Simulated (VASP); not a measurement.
# Ni (Fm-3m) in VASP: notebook, part 2 of 2

VASP 6.6.1. Earlier steps stand in the parts before.

## Step 3: Single point, PBE

This run uses another cell than the first one, of 10.85 Å³/atom, 0.996 times its volume.

INCAR

```
SYSTEM = Ni
PREC = Accurate ; ENCUT = 520
EDIFF = 1E-6 ; ISMEAR = 1
SIGMA = 0.6 ; LREAL = .FALSE.
LASPH = .TRUE. ; NELM = 100
ALGO = Normal ; ISIF = 2
LWAVE = .FALSE. ; LCHARG = .TRUE.
GGA = PE ; LELF = .TRUE.
LVHAR = .TRUE. ; NBANDS = 11
```

KPOINTS

```
Automatic mesh
0
G
  15 15 15
  0 0 0
```

POSCAR

```
Ni
1.0
    0.0000000000      1.7572466680      1.7572466680
    1.7572466680      0.0000000000      1.7572466680
    1.7572466680      1.7572466680      0.0000000000
Ni
1
Direct
    0.0000000000      0.0000000000      0.0000000000
```

Potentials or basis: VASP PAW PBE potentials, release 64 (Ni).

The run is started by

```
cat potpaw_PBE.64/Ni/POTCAR > POTCAR
mpirun -np 1 vasp_std > vasp.out
```

OUTCAR:

```text
SYSTEM = Ni
   PREC = Accurate
   ENCUT = 520
   EDIFF = 1E-6
   ISMEAR = 1
   LREAL = .FALSE.
   LASPH = .TRUE.
   NELM = 100
   ISIF = 2
   GGA = PE

 ion  position               nearest neighbor table
   1  0.000  0.000  0.000-

  LATTYP: Found a face centered cubic cell.
 ALAT       =     3.5144933360

  Lattice vectors:

 A1 = (   0.0000000000,   1.7572466680,   1.7572466680)
 A2 = (   1.7572466680,   0.0000000000,   1.7572466680)
 A3 = (   1.7572466680,   1.7572466680,   0.0000000000)

Analysis of symmetry for initial positions (statically):
=====================================================================
 Subroutine PRICEL returns:
 Original cell was already a primitive cell.

 Routine SETGRP: Setting up the symmetry group for a
 face centered cubic supercell.

 Subroutine GETGRP returns: Found 48 space group operations
 (whereof 48 operations were pure point group operations)
 out of a pool of 48 trial point group operations.

The static configuration has the point symmetry O_h .

Analysis of symmetry for dynamics (positions and initial velocities):
=====================================================================
 Subroutine PRICEL returns:
 Original cell was already a primitive cell.

 Routine SETGRP: Setting up the symmetry group for a
 face centered cubic supercell.

 Subroutine GETGRP returns: Found 48 space group operations
 (whereof 48 operations were pure point group operations)
 out of a pool of 48 trial point group operations.

The dynamic configuration has the point symmetry O_h .

 Subroutine INISYM returns: Found 48 space group operations
 (whereof 48 operations are pure point group operations),
 and found     1 'primitive' translations

----------------------------------------------------------------------------------------

                                     Primitive cell

  volume of cell :      10.8525

  direct lattice vectors                    reciprocal lattice vectors
     0.000000000  1.757246668  1.757246668    -0.284536035  0.284536035  0.284536035
     1.757246668  0.000000000  1.757246668     0.284536035 -0.284536035  0.284536035
     1.757246668  1.757246668  0.000000000     0.284536035  0.284536035 -0.284536035

  length of vectors
     2.485122070  2.485122070  2.485122070     0.492830870  0.492830870  0.492830870

  position of ions in fractional coordinates (direct lattice)
     0.000000000  0.000000000  0.000000000

  ion indices of the primitive-cell ions
   primitive index   ion index
                 1           1

----------------------------------------------------------------------------------------

 KPOINTS: Automatic mesh

Automatic generation of k-mesh.
 Grid dimensions read from file:
 generate k-points for:   15   15   15

 Generating k-lattice:

  Cartesian coordinates                     Fractional coordinates (reciprocal lattice)
    -0.018969069  0.018969069  0.018969069     0.066666667  0.000000000  0.000000000
     0.018969069 -0.018969069  0.018969069     0.000000000  0.066666667  0.000000000
     0.018969069  0.018969069 -0.018969069     0.000000000  0.000000000  0.066666667

  Length of vectors
     0.032855391  0.032855391  0.032855391

  Shift w.r.t. Gamma in fractional coordinates (k-lattice)
     0.000000000  0.000000000  0.000000000

 Subroutine IBZKPT returns following result:
 ===========================================

 Found    120 irreducible k-points:

 Following reciprocal coordinates:
            Coordinates               Weight
  0.000000  0.000000  0.000000      1.000000
  0.066667  0.000000  0.000000      8.000000
  0.133333  0.000000  0.000000      8.000000
  0.200000  0.000000  0.000000      8.000000
  0.266667  0.000000  0.000000      8.000000
  0.333333  0.000000  0.000000      8.000000
[... 16 lines left out ...]
  0.133333  0.133333  0.000000      6.000000
  0.200000  0.133333  0.000000     24.000000
 [... further k-points ...]
   k-points           NKPTS =    120   k-points in BZ     NKDIM =    120   number of bands    NBANDS=     11
   number of dos      NEDOS =    301   number of ions     NIONS =      1
   total plane-waves  NPLWV =   5832
   dimension x,y,z NGX =    18 NGY =   18 NGZ =   18
   dimension x,y,z NGXF=    36 NGYF=   36 NGZF=   36
   ions per type =               1
   NGX,Y,Z   is equivalent  to a cutoff of  12.04, 12.04, 12.04 a.u.
   NGXF,Y,Z  is equivalent  to a cutoff of  24.08, 24.08, 24.08 a.u.
 SYSTEM =  Ni
   PREC   = accura    normal or accurate (medium, high low for compatibility)
   ISTART =      0    job   : 0-new  1-cont  2-samecut
   ICHARG =      2    charge: 1-file 2-atom 10-const
   ISPIN  =      1    spin polarized calculation?
   LNONCOLLINEAR =      F non collinear calculations
   LSORBIT =      F    spin-orbit coupling
   LASPH  =      T    aspherical Exc in radial PAW
   ENCUT  =  520.0 eV  38.22 Ry    6.18 a.u.   4.62  4.62  4.62*2*pi/ulx,y,z
   NELM   =    100;   NELMIN=  2; NELMDL= -5     # of ELM steps
   EDIFF  = 0.1E-05   stopping-criterion for ELM
   LREAL  =      F    real-space projection
   EDIFFG = 0.1E-04   stopping-criterion for IOM
   NSW    =      0    number of steps for IOM
   IBRION =     -1    ionic relax: 0-MD 1-quasi-New 2-CG
   NFREE  =      0    steps in history (QN), initial steepest desc. (CG)
   ISIF   =      2    stress and relaxation
   ISYM   =      2    0-nonsym 1-usesym 2-fastsym
   POTIM  = 0.5000    time-step for ionic-motion
   TEBEG  =    0.0;   TEEND  =   0.0 temperature during run
   PSTRESS=    0.0 pullay stress
   NELECT =      10.0000    total number of electrons
   NUPDOWN=      -1.0000    fix difference up-down
   EMIN   =  10.00;   EMAX   =-10.00  energy-range for DOS
   EFERMI =   0.00;   METHOD = LEGACY
   ISMEAR =     1;   SIGMA  =   0.60  broadening in eV -4-tet -1-fermi 0-gaus
   EFERMI_NEDOS =   21; number of points for ismear=-14 and -15
   IALGO  =     38    algorithm
   IMIX   =      4    mixing-type and parameters
     AMIX     =   0.40;   BMIX     =  1.00
     AMIX_MAG =   1.60;   BMIX_MAG =  1.00
  volume/ion in A,a.u.               =      10.85        73.24
  Fermi-wavevector in a.u.,A,eV,Ry     =   1.593060  3.010447 34.529407  2.537840
  Thomas-Fermi vector in A             =   2.691349
   LORBIT       =      0    0 simple, 1 ext, 2 COOP (PROOUT), +10 PAW based schemes
   GGA     = PE    functional components
   LHFCALC =     F    Hartree Fock is set to
   AEXX    =    0.0000 exact exchange contribution
   IVDW    =     0    specifies the selected vdW correction
   LEPSILON=     F    determine dielectric tensor
   LRPA    =     F    only Hartree local field effects (RPA)
 non-spin polarized calculation
 Methfessel and Paxton  Order N= 1 SIGMA  =   0.60
  energy-cutoff  :      520.00
  volume of cell :       10.85
 maximum number of plane-waves:       303
   NGX =  9   NGY =  9   NGZ =  9

 number of electron      10.0000013 magnetization

 Free energy of the ion-electron system (eV)
  ---------------------------------------------------
  ext. energy  EPLUGINS =         0.00000000
  ---------------------------------------------------
  free energy    TOTEN  =        -5.44869059 eV

  energy without entropy =       -5.39857664  energy(sigma->0) =       -5.43198594

 E-fermi :   9.2632     XC(G=0): -13.2695

 val. band max:        9.2621928907   @ k =  -0.4667   0.3333   0.0000
 cond. band min:       9.2642157707   @ k =   0.4667   0.2667   0.0000
 fundamental gap:      0.0020228800
 Fermi energy:         9.2631902482

 k-point     1 :       0.0000    0.0000    0.0000
  band No.  band energies     occupation
      1       0.3666      2.00000
      2       7.3643      2.00007
      3       7.3643      2.00007
      4       7.3643      2.00007
      5       8.4627      2.06775
      6       8.4627      2.06775
      7      33.0767      0.00000
      8      37.0279      0.00000
      9      37.0279      0.00000
     10      37.0279      0.00000
     11      40.0391      0.00000

 k-point     2 :       0.0667    0.0000    0.0000
  band No.  band energies     occupation
      1       0.5408      2.00000
      2       7.3167      2.00004
      3       7.4038      2.00011
      4       7.4038      2.00011
      5       8.4459      2.06612
      6       8.4459      2.06612
      7      32.5024      0.00000
      8      35.1068      0.00000
      9      36.6405      0.00000
     10      36.6405      0.00000
     11      40.6192      0.00000
[... 295 lines left out ...]
 k-point    24 :       0.2000    0.1333    0.0000
  band No.  band energies     occupation
      1       1.8732      2.00000
      2       6.8754      2.00000
      3       7.7130      2.00158
      4       7.7504      2.00210
      5       8.1150      2.02092
      6       8.6438      2.05633
      7      29.1687      0.00000
      8      31.7537      0.00000
      9      32.1362      0.00000
     10      34.4287      0.00000
     11      38.9821      0.00000

 [... further k-points ...]
[... 5 lines left out ...]
  --------------------------------------------------------------------------------------
  -------------------------------------------------------------------------------------
  Total       -0.0257986     -0.0257986     -0.0257986      0.0000000      0.0000000     -0.0000000
  in kB       -3.8087167     -3.8087167     -3.8087167      0.0000000      0.0000000     -0.0000000
  external PRESSURE =      -3.8087167 kB  Pullay stress =       0.0000000 kB

 VOLUME and BASIS-vectors are now :
 -----------------------------------------------------------------------------
  energy-cutoff  :      520.00
  volume of cell :       10.85
      direct lattice vectors                 reciprocal lattice vectors
     0.000000000  1.757246668  1.757246668    -0.284536035  0.284536035  0.284536035
     1.757246668  0.000000000  1.757246668     0.284536035 -0.284536035  0.284536035
     1.757246668  1.757246668  0.000000000     0.284536035  0.284536035 -0.284536035

 POSITION                                       TOTAL-FORCE (eV/Angst)
 -----------------------------------------------------------------------------------
      0.00000      0.00000      0.00000        -0.000000     -0.000000     -0.000000
 -----------------------------------------------------------------------------------
    total drift:                                0.000000     -0.000000     -0.000000

  FREE ENERGIE OF THE ION-ELECTRON SYSTEM (eV)
  ---------------------------------------------------
  free  energy   TOTEN  =        -5.4486905861 eV

  energy  without entropy=       -5.3985766416  energy(sigma->0) =       -5.43198594
```

Run time: 18 s. Hardware: 1 thread of AMD EPYC 7R13, shared host; peak memory 0.13 GiB.

What came out:

```yaml
Free_energy: -5.4487 eV
Pressure: -0.4 GPa
Band_gap_on_the_k_mesh: zero (band 5 reaches 9.37 eV, above the bottom of band 6 at 8.42 eV)
```

Levels at points of the mesh, in eV from the Fermi level:
| k point | band 1 | band 2 | band 3 | band 4 | band 5 | band 6 | band 7 | band 8 | band 9 | band 10 |
| --- | --- | --- | --- | --- | --- | --- | --- | --- | --- | --- |
| (0.00, 0.00, 0.00) | -8.90 | -1.90 | -1.90 | -1.90 | -0.80 | -0.80 | 23.81 | 27.76 | 27.76 | 27.76 |

Caveat: the run has no spin polarisation, though such a crystal can be magnetic. Spin polarisation is off, so any magnetic state and its effect on volume and gap are missing.
